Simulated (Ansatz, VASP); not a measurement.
**Two plane-wave programs on Ca4AlO**

File INCAR:

```
SYSTEM = Ca4AlO
ALGO = Normal
EDIFF = 1E-6
ENCUT = 520
GGA = PE
ISIF = 2
ISMEAR = 0
LASPH = .TRUE.
LCHARG = .TRUE.
LELF = .TRUE.
LREAL = .FALSE.
LVHAR = .TRUE.
LWAVE = .FALSE.
NBANDS = 34
NELM = 80
PREC = Accurate
SIGMA = 0.1
```

The input KPOINTS:

```
k-points
0
G
  4 4 4
  0 0 0
```

POSCAR

```
Ca4AlO
1.0
    0.0000000000      3.9429703700      3.9429703700
    3.9429703700      0.0000000000      3.9429703700
    3.9429703700      3.9429703700      0.0000000000
Ca Al O
4 1 1
Direct
    0.8756525800      0.3747824700      0.3747824700
    0.3747824700      0.3747824700      0.8756525800
    0.3747824700      0.3747824700      0.3747824700
    0.3747824700      0.8756525800      0.3747824700
    0.7500000000      0.7500000000      0.7500000000
    0.0000000000      0.0000000000      0.0000000000
```

Input for Ansatz:

```yaml
crystal:
  lattice:
    - [0.0, 3.94297037, 3.94297037]
    - [3.94297037, 0.0, 3.94297037]
    - [3.94297037, 3.94297037, 0.0]
  atoms:
    - { symbol: Ca, position: [0.87565258, 0.37478247, 0.37478247] }
    - { symbol: Ca, position: [0.37478247, 0.37478247, 0.87565258] }
    - { symbol: Ca, position: [0.37478247, 0.37478247, 0.37478247] }
    - { symbol: Ca, position: [0.37478247, 0.87565258, 0.37478247] }
    - { symbol: Al, position: [0.75, 0.75, 0.75] }
    - { symbol: O, position: [0.0, 0.0, 0.0] }
basis:
  ecutwfc: 420
kpoints:
  mp_grid: { grid: [4, 4, 4] }
hamiltonian:
  xc: pbe
scf:
  occupations: { method: gaussian, width: 0.1 }
  lower_state_search: "off"
output:
  forces: true
  stress: true
  eigenvalues: true
```

Change from the starting cell: species swapped into the TbMgCo4 type (F-43m, No. 216).

Alike in both runs: task single point; functional PBE; k mesh 4 × 4 × 4; occupations gaussian, width 0.1 eV; no spin polarisation.

```csv
,VASP,Ansatz
version,VASP 6.6.1,Ansatz 0.2.0
potentials or method,"VASP PAW PBE potentials, release 64 (Ca_sv, Al, O), cutoff 520 eV","scalar-relativistic, plane waves, PAW"
valence electrons in the cell,49,49
```

Ansatz gave:

```
gap on the k mesh at the Fermi level (eV) : none
pressure (GPa)                            : 12.9
rms of the force components (eV/Å)        : 0.069
```

Q: Which values does VASP return?

A: gap on the k mesh at the Fermi level (eV): none; pressure (GPa): 13.0; rms of the force components (eV/Å): 0.068.

Atom by atom the forces differ by 0.002 eV/Å (rms over components). A gap of «none» marks a metal or a gap that the smearing closes.
